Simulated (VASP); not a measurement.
# GaC18 in VASP: single point with PBE

Aim: the single point of GaC18 with PBE.

Program: VASP 6.6.1. These are calculated values, not measurements. Logs are shortened: lines on timing, memory, paths and dates and some standing lists are left out, and cuts for length are marked.

### 1 The cell of the first run

The cell holds a slab with vacuum, 19 atoms: a = 7.398 Å, b = 7.398 Å, c = 12.000 Å, α = 90.00°, β = 90.00°, γ = 120.00°.

### 2 Single point, PBE, collinear spin, zero start

File INCAR:

```
SYSTEM = GaC18
ALGO = Normal
EDIFF = 1E-6
ENCUT = 520
GGA = PE
ISIF = 2
ISMEAR = 0
ISPIN = 2
LASPH = .True.
LCHARG = .False.
LORBIT = 11
LREAL = Auto
LWAVE = .False.
MAGMOM = 0 0 0 0 0 0 0 0 0 0 0 0 0 0 0 0 0 0 0
NBANDS = 62
NELM = 150
PREC = Accurate
SIGMA = 0.05
```

File KPOINTS:

```
k-points
0
Gamma
  2 2 1
  0 0 0
```

File POSCAR:

```
GaC18
1.0
    7.3980000000      0.0000000000      0.0000000000
   -3.6990000000      6.4068560000      0.0000000000
    0.0000000000      0.0000000000     12.0000000000
C Ga
18 1
Direct
    0.0016906084     -0.0030053742      0.0811051667
    0.2234981144      0.1089418898      0.0805656667
    0.0020069009      0.3302608955      0.0816699167
    0.2239648956      0.4408759928      0.0820541667
    0.0006354242      0.6629367041      0.0809895000
    0.2231371995      0.7736655857      0.0804766667
    0.3351042667     -0.0021291254      0.0794675833
    0.5586919180      0.1090786183      0.0821085833
    0.3354473473      0.3306824751      0.0814543333
    0.5576736301      0.4416159814      0.0813276667
    0.3355385252      0.6627634522      0.0824854167
    0.5581404045      0.7745014091      0.0827040833
    0.6695077119     -0.0029318592      0.0828700833
    0.8912539571      0.1083773383      0.0820797500
    0.6691387402      0.3311888077      0.0818489167
    0.8907493827      0.4412768135      0.0817136667
    0.6687924282      0.6634623909      0.0817734167
    0.8906265797      0.7747238271      0.0809985000
    0.3477616061      0.9087324579      0.2673065000
```

Potentials or basis: VASP PAW PBE potentials, release 64 (C, Ga_d).

On the command line:

```
cat potpaw_PBE.64/C/POTCAR potpaw_PBE.64/Ga_d/POTCAR > POTCAR
mpirun -np 1 vasp_std > vasp.out
```

OUTCAR:

```text
SYSTEM = GaC18
   EDIFF = 1E-6
   ENCUT = 520
   GGA = PE
   ISIF = 2
   ISMEAR = 0
   ISPIN = 2
   LASPH = .True.
   LORBIT = 11
   LREAL = Auto
   NELM = 150
   PREC = Accurate

 ion  position               nearest neighbor table
   1  0.002  0.997  0.081-   2 1.42  14 1.42  18 1.42
   2  0.223  0.109  0.081-   9 1.42   1 1.42   7 1.43
   3  0.002  0.330  0.082-  14 1.42   4 1.42  16 1.42
   4  0.224  0.441  0.082-   9 1.42  11 1.42   3 1.42
   5  0.001  0.663  0.081-  16 1.42  18 1.42   6 1.43
   6  0.223  0.774  0.080-   5 1.43  11 1.43   7 1.44  19 2.44
   7  0.335  0.998  0.079-   2 1.43   8 1.43   6 1.44  19 2.36
   8  0.559  0.109  0.082-  15 1.42  13 1.43   7 1.43
   9  0.335  0.331  0.081-   4 1.42   2 1.42  10 1.42
  10  0.558  0.442  0.081-  17 1.42  15 1.42   9 1.42
  11  0.336  0.663  0.082-   4 1.42  12 1.43   6 1.43
  12  0.558  0.775  0.083-  17 1.42  13 1.43  11 1.43
  13  0.670  0.997  0.083-  14 1.42  12 1.43   8 1.43
  14  0.891  0.108  0.082-  13 1.42   1 1.42   3 1.42
  15  0.669  0.331  0.082-  16 1.42  10 1.42   8 1.42
  16  0.891  0.441  0.082-  15 1.42   5 1.42   3 1.42
  17  0.669  0.663  0.082-  12 1.42  18 1.42  10 1.42
  18  0.891  0.775  0.081-   5 1.42  17 1.42   1 1.42
  19  0.348  0.909  0.267-   7 2.36   6 2.44

  LATTYP: Found a hexagonal cell.
 ALAT       =     7.3980000000
 C/A-ratio  =     1.6220600162

  Lattice vectors:

 A1 = (   7.3980000000,   0.0000000000,   0.0000000000)
 A2 = (  -3.6990000000,   6.4068560000,   0.0000000000)
 A3 = (   0.0000000000,   0.0000000000,  12.0000000000)

Analysis of symmetry for initial positions (statically):
=====================================================================
 Subroutine PRICEL returns:
 Original cell was already a primitive cell.

 Routine SETGRP: Setting up the symmetry group for a
 hexagonal supercell.

 Subroutine GETGRP returns: Found  1 space group operations
 (whereof  1 operations were pure point group operations)
 out of a pool of 24 trial point group operations.

The static configuration has the point symmetry C_1 .

Analysis of symmetry for dynamics (positions and initial velocities):
=====================================================================
 Subroutine PRICEL returns:
 Original cell was already a primitive cell.

 Routine SETGRP: Setting up the symmetry group for a
 hexagonal supercell.

 Subroutine GETGRP returns: Found  1 space group operations
 (whereof  1 operations were pure point group operations)
 out of a pool of 24 trial point group operations.

The dynamic configuration has the point symmetry C_1 .

Analysis of structural, dynamic, and magnetic symmetry:
=====================================================================
 Subroutine PRICEL returns:
 Original cell was already a primitive cell.

 Routine SETGRP: Setting up the symmetry group for a
 hexagonal supercell.

 Subroutine GETGRP returns: Found  1 space group operations
 (whereof  1 operations were pure point group operations)
 out of a pool of 24 trial point group operations.

The overall configuration has the point symmetry C_1 .

 Subroutine INISYM returns: Found  1 space group operations
 (whereof  1 operations are pure point group operations),
 and found     1 'primitive' translations

----------------------------------------------------------------------------------------

                                     Primitive cell

  volume of cell :     568.7750

  direct lattice vectors                    reciprocal lattice vectors
     7.398000000  0.000000000  0.000000000     0.135171668  0.078041398  0.000000000
    -3.699000000  6.406856000  0.000000000     0.000000000  0.156082796  0.000000000
     0.000000000  0.000000000 12.000000000     0.000000000  0.000000000  0.083333333

  length of vectors
     7.398000000  7.398000054 12.000000000     0.156082797  0.156082796  0.083333333

[... 75 lines left out ...]
   k-points           NKPTS =      4   k-points in BZ     NKDIM =      4   number of bands    NBANDS=     62
   number of dos      NEDOS =    301   number of ions     NIONS =     19
   total plane-waves  NPLWV = 282240
   dimension x,y,z NGX =    56 NGY =   56 NGZ =   90
   dimension x,y,z NGXF=   112 NGYF=  112 NGZF=  180
   ions per type =              18   1
   NGX,Y,Z   is equivalent  to a cutoff of  12.58, 12.58, 12.47 a.u.
   NGXF,Y,Z  is equivalent  to a cutoff of  25.17, 25.17, 24.94 a.u.
 SYSTEM =  GaC18
   PREC   = accura    normal or accurate (medium, high low for compatibility)
   ISTART =      0    job   : 0-new  1-cont  2-samecut
   ICHARG =      2    charge: 1-file 2-atom 10-const
   ISPIN  =      2    spin polarized calculation?
   LNONCOLLINEAR =      F non collinear calculations
   LSORBIT =      F    spin-orbit coupling
   LASPH  =      T    aspherical Exc in radial PAW
   ENCUT  =  520.0 eV  38.22 Ry    6.18 a.u.  13.76 13.76 22.31*2*pi/ulx,y,z
   NELM   =    150;   NELMIN=  2; NELMDL= -5     # of ELM steps
   EDIFF  = 0.1E-05   stopping-criterion for ELM
   LREAL  =      T    real-space projection
   EDIFFG = 0.1E-04   stopping-criterion for IOM
   NSW    =      0    number of steps for IOM
   IBRION =     -1    ionic relax: 0-MD 1-quasi-New 2-CG
   NFREE  =      0    steps in history (QN), initial steepest desc. (CG)
   ISIF   =      2    stress and relaxation
   ISYM   =      2    0-nonsym 1-usesym 2-fastsym
   POTIM  = 0.5000    time-step for ionic-motion
   TEBEG  =    0.0;   TEEND  =   0.0 temperature during run
   PSTRESS=    0.0 pullay stress
   NELECT =      85.0000    total number of electrons
   NUPDOWN=      -1.0000    fix difference up-down
   EMIN   =  10.00;   EMAX   =-10.00  energy-range for DOS
   EFERMI =   0.00;   METHOD = LEGACY
   ISMEAR =     0;   SIGMA  =   0.05  broadening in eV -4-tet -1-fermi 0-gaus
   EFERMI_NEDOS =   21; number of points for ismear=-14 and -15
   IALGO  =     38    algorithm
   IMIX   =      4    mixing-type and parameters
     AMIX     =   0.40;   BMIX     =  1.00
     AMIX_MAG =   1.60;   BMIX_MAG =  1.00
  volume/ion in A,a.u.               =      29.94       202.01
  Fermi-wavevector in a.u.,A,eV,Ry     =   0.868762  1.641723 10.268969  0.754748
  Thomas-Fermi vector in A             =   1.987487
   LORBIT       =     11    0 simple, 1 ext, 2 COOP (PROOUT), +10 PAW based schemes
   GGA     = PE    functional components
   LHFCALC =     F    Hartree Fock is set to
   AEXX    =    0.0000 exact exchange contribution
   IVDW    =     0    specifies the selected vdW correction
   LEPSILON=     F    determine dielectric tensor
   LRPA    =     F    only Hartree local field effects (RPA)
 spin polarized calculation
 Gauss-broadening in eV      SIGMA  =   0.05
  energy-cutoff  :      520.00
  volume of cell :      568.78
 maximum number of plane-waves:     15363
 NGX is ok and might be reduce to    56
   NGX = 27   NGY = 27   NGZ = 45

 number of electron      85.0000000 magnetization       0.0000000

 number of electron      85.0000000 magnetization      -0.0000000

 Free energy of the ion-electron system (eV)
  ---------------------------------------------------
  ext. energy  EPLUGINS =         0.00000000
  ---------------------------------------------------
  free energy    TOTEN  =      -167.24948586 eV

  energy without entropy =     -167.24948586  energy(sigma->0) =     -167.24948586

 E-fermi :  -0.7871     XC(G=0):  -4.1379

 val. band max:       -1.0086702962   @ k =   0.0000   0.0000   0.0000
 cond. band min:      -0.0910352691   @ k =   0.5000   0.5000   0.0000
 fundamental gap:      0.9176350271
 Fermi energy:        -0.7870500255

 spin component 1

 k-point     1 :       0.0000    0.0000    0.0000
  band No.  band energies     occupation
      1     -20.5405      1.00000
      2     -18.2126      1.00000
      3     -17.9984      1.00000
      4     -17.9553      1.00000
      5     -17.8450      1.00000
      6     -17.8223      1.00000
[... 217 lines left out ...]
     53       3.8235      0.00000
     54       3.8732      0.00000
 Fermi energy:        -0.7870500255

 spin component 2

 k-point     1 :       0.0000    0.0000    0.0000
  band No.  band energies     occupation
      1     -20.5405      1.00000
      2     -18.2126      1.00000
      3     -17.9984      1.00000
      4     -17.9553      1.00000
      5     -17.8450      1.00000
      6     -17.8223      1.00000
[... 217 lines left out ...]
     53       3.8235      0.00000
     54       3.8731      0.00000
 [bands above 54 left out]

------------------------ aborting loop because EDIFF is reached ----------------------------------------

  FORCE on cell =-STRESS in cart. coord.  units (eV):
  Direction    XX          YY          ZZ          XY          YZ          ZX
  --------------------------------------------------------------------------------------
  -------------------------------------------------------------------------------------
  Total        5.3124598      5.1116687     -0.1282417     -0.0390396     -0.0603571      0.3892157
  in kB       14.9646204     14.3990137     -0.3612429     -0.1099702     -0.1700193      1.0963783
  external PRESSURE =       9.6674637 kB  Pullay stress =       0.0000000 kB

 VOLUME and BASIS-vectors are now :
 -----------------------------------------------------------------------------
  energy-cutoff  :      520.00
  volume of cell :      568.78
      direct lattice vectors                 reciprocal lattice vectors
     7.398000000  0.000000000  0.000000000     0.135171668  0.078041398  0.000000000
    -3.699000000  6.406856000  0.000000000     0.000000000  0.156082796  0.000000000
     0.000000000  0.000000000 12.000000000     0.000000000  0.000000000  0.083333333

 POSITION                                       TOTAL-FORCE (eV/Angst)
 -----------------------------------------------------------------------------------
     -3.67538      6.38760      0.97326         0.007072     -0.017434     -0.002906
      1.25046      0.69798      0.96679        -0.044141      0.007991     -0.002475
     -1.20679      2.11593      0.98004        -0.017445      0.009394      0.000532
      0.02609      2.82463      0.98465        -0.016111     -0.020309     -0.001526
     -2.44750      4.24734      0.97187        -0.050866     -0.009831     -0.002724
     -1.21102      4.95676      0.96572        -0.009400      0.021409     -0.000184
[... 11 lines left out ...]
      3.72315      4.96354      0.97198         0.009728      0.024132     -0.000780
     -0.78866      5.82212      3.20768         0.172796     -0.030059      0.003971
 -----------------------------------------------------------------------------------
    total drift:                                0.001976     -0.004962      0.045503

  FREE ENERGIE OF THE ION-ELECTRON SYSTEM (eV)
  ---------------------------------------------------
  free  energy   TOTEN  =      -167.2494858557 eV

  energy  without entropy=     -167.2494858557  energy(sigma->0) =     -167.24948586

 total charge

# of ion       s       p       d       tot
------------------------------------------
    1        0.861   1.795   0.000   2.657
    2        0.861   1.796   0.000   2.657
    3        0.862   1.791   0.000   2.653
    4        0.861   1.799   0.000   2.660
    5        0.861   1.798   0.000   2.658
    6        0.861   1.788   0.000   2.648
[... 11 lines left out ...]
   18        0.861   1.795   0.000   2.656
   19        1.220   0.242   9.945  11.407
--------------------------------------------------
tot         16.718  32.536   9.945  59.199

 magnetization (x)

# of ion       s       p       d       tot
------------------------------------------
    1        0.000   0.000   0.000   0.000
    2        0.000  -0.000   0.000   0.000
    3        0.000   0.000   0.000   0.000
    4        0.000   0.000   0.000   0.000
    5        0.000   0.000   0.000   0.000
    6       -0.000  -0.000   0.000  -0.000
[... 11 lines left out ...]
   18        0.000  -0.000   0.000   0.000
   19        0.000   0.000   0.000   0.000
--------------------------------------------------
tot          0.000   0.000   0.000   0.000
```

Wall time 13 min (1 thread of Intel Xeon Platinum 8488C (Sapphire Rapids), shared host); peak memory 0.88 GiB.

Results:

```
Free energy                                           : -167.2495 eV
Largest force                                         : 0.175 eV/Å
Net moment                                            : 0.00 μB per cell
Valence electrons inside the program's atomic spheres : C 2.66, 2.65 (each value once); Ga 11.41
```

Forces on the atoms (eV/Å):
```
C    0.007 -0.017 -0.003
C   -0.044  0.008 -0.002
C   -0.017  0.009  0.001
C   -0.016 -0.020 -0.002
C   -0.051 -0.010 -0.003
C   -0.009  0.021  0.000
C   -0.015 -0.005 -0.009
C    0.014 -0.002  0.005
C    0.007  0.013  0.000
C   -0.019 -0.008  0.000
C    0.021  0.000  0.008
C   -0.009  0.006  0.002
C   -0.014 -0.003 -0.001
C   -0.012  0.011  0.001
C   -0.017  0.013 -0.005
C    0.006  0.001  0.000
C   -0.015 -0.012  0.004
C    0.010  0.024 -0.001
Ga   0.173 -0.030  0.004
```

Caveat: the k points lie up to 0.49 Å⁻¹ apart.
